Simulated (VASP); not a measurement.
Here is a VASP 6.6.1 calculation.

Contents of INCAR:

```
ALGO = Fast
EDIFF = 1E-7
ENCUT = 520
GGA = PE
ISIF = 2
ISMEAR = 0
LASPH = True
LCHARG = False
LREAL = False
LWAVE = False
NBANDS = 12
NELM = 100
PREC = Accurate
SIGMA = 0.15
```

Contents of KPOINTS:

```
k-points
0
Gamma
  22 22 22
```

The input POSCAR:

```
Ag
1.0
   -1.7478196091      1.7478196091      1.4856466677
    1.7478196091     -1.7478196091      1.4856466677
    1.7478196091      1.7478196091     -1.4856466677
Ag
1
Direct
    0.0000000000      0.0000000000      0.0000000000
```

Potentials or basis: VASP PAW PBE potentials, release 64 (Ag).

Launch:

```console
$ cat potpaw_PBE.64/Ag/POTCAR > POTCAR
$ mpirun -np 1 vasp_std > vasp.out
```

Estimate the pressure.

-0.6 GPa.

Stress tensor (GPa, compression positive):
```
-0.94  0.00  0.00
 0.00 -0.94  0.00
 0.00  0.00  0.13
```
